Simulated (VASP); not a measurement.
**NaCl: single point with PBE**

The system is NaCl.

```
Na Cl
1.0
     0.03550    3.08727    3.08727
     3.08727    0.03550    3.08727
     3.12278    3.12278    0.00000
Na Cl
1 1
Direct
  0.00259 0.00259 0.99741
  0.24741 0.24741 0.25259
```

This cell differs from its parent crystal: shear xy strain +2.3%.

```json
{"Program": "VASP 6.6.1", "Task": "single point", "Functional": "PBE", "Potentials or basis": "VASP PAW PBE potentials, release 64 (Na_pv, Cl)", "Cutoff": "520 eV", "k mesh": "8 × 8 × 8", "Occupations": "fermi-dirac, width 0.02 eV", "Spin": "no spin polarisation"}
```

* Pressure: 0.7 GPa
* Band gap on the k mesh: 4.91 eV, direct

Forces in eV/Å, atoms in the order of the input:
```
Na   0.000  0.000  0.003
Cl   0.000  0.000 -0.003
```

Stress tensor (GPa, compression positive):
```
 0.69 -0.13  0.00
-0.13  0.69  0.00
 0.00  0.00  0.69
```

Levels at points of the mesh, in eV from the valence-band top:
| k point | band 4 | band 5 | band 6 | band 7 | band 8 | band 9 | band 10 | band 11 |
| --- | --- | --- | --- | --- | --- | --- | --- | --- |
| (0.00, 0.00, 0.00) | -12.15 | -0.06 | -0.03 | 0.00 | 4.91 | 11.07 | 11.20 | 11.33 |
| (0.50, 0.00, 0.00) | -12.00 | -1.08 | -0.15 | -0.13 | 7.55 | 8.93 | 10.51 | 10.65 |
| (0.50, 0.50, 0.00) | -11.96 | -1.00 | -0.37 | -0.29 | 7.01 | 9.05 | 10.58 | 13.02 |
| (0.00, 0.00, 0.50) | -12.01 | -1.10 | -0.12 | -0.09 | 7.55 | 8.84 | 10.61 | 10.75 |
| (0.50, 0.00, 0.50) | -11.96 | -1.00 | -0.33 | -0.33 | 7.01 | 9.04 | 10.58 | 13.14 |

Wall time 42 s on 1 thread of Intel(R) Xeon(R) Platinum 8488C (Sapphire Rapids), with other jobs on the host, peak memory 0.22 GiB.

Caveat: the cell differs from its parent crystal (shear xy strain +2.3%). A k mesh can miss the band edges.
